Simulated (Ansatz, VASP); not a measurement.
## One calculation of Zr4Ag, two programs

```xyz
5
Lattice="4.7831 0.0000 0.0000 -2.3915 4.1423 0.0000 0.0000 0.0000 8.7991" Properties=species:S:1:pos:R:3 pbc="T T T"
Zr    0.0000    2.7615    0.0000
Zr    2.3915    1.3808    0.0000
Zr    0.0000    0.0000    1.5170
Zr    0.0000    0.0000    7.2822
Ag    0.0000    0.0000    4.3996
```

Alike in both runs: functional PBE; k mesh 5 × 5 × 2; occupations gaussian, width 0.2 eV; no spin polarisation.

Ansatz relaxed the structure, and its values are those at the end. VASP's run is a single point on that final structure, the one shown.

|  | VASP | Ansatz |
| --- | --- | --- |
| version | VASP 6.6.1 | Ansatz 0.2.0 |
| potentials or method | VASP PAW PBE potentials, release 64 (Zr_sv, Ag), cutoff 520 eV | scalar-relativistic, plane waves, PAW |
| valence electrons in the cell | 59 | 67 |

```tsv
	VASP	Ansatz	Ansatz less VASP
gap on the k mesh at the Fermi level (eV)	none	none	-
pressure (GPa)	0.1	0.1	0.00
rms of the force components (eV/Å)	0.010	0.008	-0.0026
```

A gap of «none» marks a metal or a gap that the smearing closes. With one functional, cell and mesh, what is left measures potentials, basis and numerics. VASP's potentials hold 59 valence electrons a cell and Ansatz's 67, so a difference there can come from the potentials and not from the codes.
